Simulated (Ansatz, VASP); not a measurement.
**Bi2TePd2 in VASP and in Ansatz**

```
CELL_PARAMETERS angstrom
4.39883 0.00000 0.00000
-2.19942 3.80950 0.00000
-2.19942 1.26983 7.88237
ATOMIC_POSITIONS crystal
Bi 0.42432 0.57568 0.27297
Bi 0.57568 0.42432 0.72703
Pd 0.18650 0.81350 0.55950
Pd 0.81350 0.18650 0.44050
Te 0.00000 0.00000 0.00000
```

Alike in both runs: functional RPBE; k mesh 5 × 5 × 5; occupations methfessel-paxton of order 1, width 0.0135 eV; no spin polarisation.

Ansatz relaxed the structure, and its values are those at the end. VASP's run is a single point on that final structure, the one shown.

|  | VASP | Ansatz |
| --- | --- | --- |
| version | VASP 6.6.1 | Ansatz 0.2.0 |
| potentials or method | VASP PAW PBE potentials, release 64 (Bi_d, Pd, Te), cutoff 500 eV | PAW plane waves |
| valence electrons in the cell | 56 | 82 |

Ansatz gave:

| Quantity | Value |
| --- | --- |
| gap on the k mesh at the Fermi level (eV) | none |
| pressure (GPa) | 0.0 |
| rms of the force components (eV/Å) | 0.001 |

**Question.** What did VASP give for the same quantities?

**Answer.** gap on the k mesh at the Fermi level (eV): none; pressure (GPa): 0.0; rms of the force components (eV/Å): 0.006.

VASP's potentials were made for PBE, not for RPBE. A gap of «none» marks a metal or a gap that the smearing closes. With one functional, cell and mesh, what is left measures potentials, basis and numerics. VASP's potentials hold 56 valence electrons a cell and Ansatz's 82, so a difference there can come from the potentials and not from the codes. Ansatz's warnings: structure snapped to symmetry.

Neither program's run includes spin-orbit coupling.
